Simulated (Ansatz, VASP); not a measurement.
One calculation of Ir, two programs

Contents of INCAR:

```
PREC     = Accurate       # precision mode
ENCUT    = 520            # plane-wave cutoff, eV
EDIFF    = 1E-7           # SCF threshold, eV
ISMEAR   = 0              # smearing method
SIGMA    = 0.15           # smearing width, eV
LREAL    = False          # projectors in reciprocal space
LASPH    = True           # aspherical terms in the spheres
NELM     = 80             # most SCF steps
ALGO     = Fast           # electronic algorithm
ISIF     = 2              # what is computed and relaxed
LWAVE    = False          # write WAVECAR
LCHARG   = False          # write CHGCAR
NBANDS   = 16             # bands
```

The input KPOINTS:

```
Automatic mesh
0
Gamma
  16 16 12
```

POSCAR

```
Ir
1.0
    0.0000000000     -1.9054060557     -1.9054060557
    0.0000000000      1.9054060557     -1.9054060557
    3.8108121114      0.0000000000      0.0000000000
Ir
2
Direct
    0.5050382962      0.4949617038      0.4831531972
   -0.0050382962      0.0050382962      0.0168468028
```

Input for Ansatz:

```yaml
crystal:
  lattice:
    - [0.0, -1.9054060557, -1.9054060557]
    - [0.0, 1.9054060557, -1.9054060557]
    - [3.8108121114, 0.0, 0.0]
  atoms:
    - { symbol: Ir, position: [0.5050382962, 0.4949617038, 0.4831531972] }
    - { symbol: Ir, position: [-0.0050382962, 0.0050382962, 0.0168468028] }
basis:
  ecutwfc: 420
kpoints:
  mp_grid: { grid: [16, 16, 12] }
hamiltonian:
  xc: lda
  pseudopotentials: { kind: paw, azcp: { folder: soft_1 } }
scf:
  occupations: { method: gaussian, width: 0.15 }
output:
  forces: true
  stress: true
  eigenvalues: true
```

Change from the starting cell: mode 4 frozen in at -0.019 Å and mode 6 at -0.064 Å (largest displacements).

Alike in both runs: task single point; functional LDA; k mesh 16 × 16 × 12; occupations gaussian, width 0.15 eV; no spin polarisation.

|  | VASP | Ansatz |
| --- | --- | --- |
| version | VASP 6.6.1 | Ansatz 0.2.0 |
| potentials or method | VASP PAW LDA potentials, release 64 (Ir), cutoff 520 eV | scalar-relativistic, plane waves, PAW |
| valence electrons in the cell | 18 | 34 |

```csv
,VASP,Ansatz,Ansatz less VASP
gap on the k mesh at the Fermi level (eV),none,none,-
pressure (GPa),6.5,3.8,-2.70
"traceless stress, the component that is largest in VASP (GPa)",1.84,1.82,-0.016
rms of the force components (eV/Å),1.093,1.057,-0.0369
```

Ansatz warns that its potentials were made for another functional, while VASP's fit it. LDA's correlation is that of Perdew and Zunger in VASP and of Perdew and Wang (1992) in Ansatz. Atom by atom the forces differ by 0.037 eV/Å (rms over components). A gap of «none» marks a metal or a gap that the smearing closes. VASP's potentials hold 18 valence electrons a cell and Ansatz's 34, so a difference there can come from the potentials and not from the codes.

Neither program's run includes spin-orbit coupling.
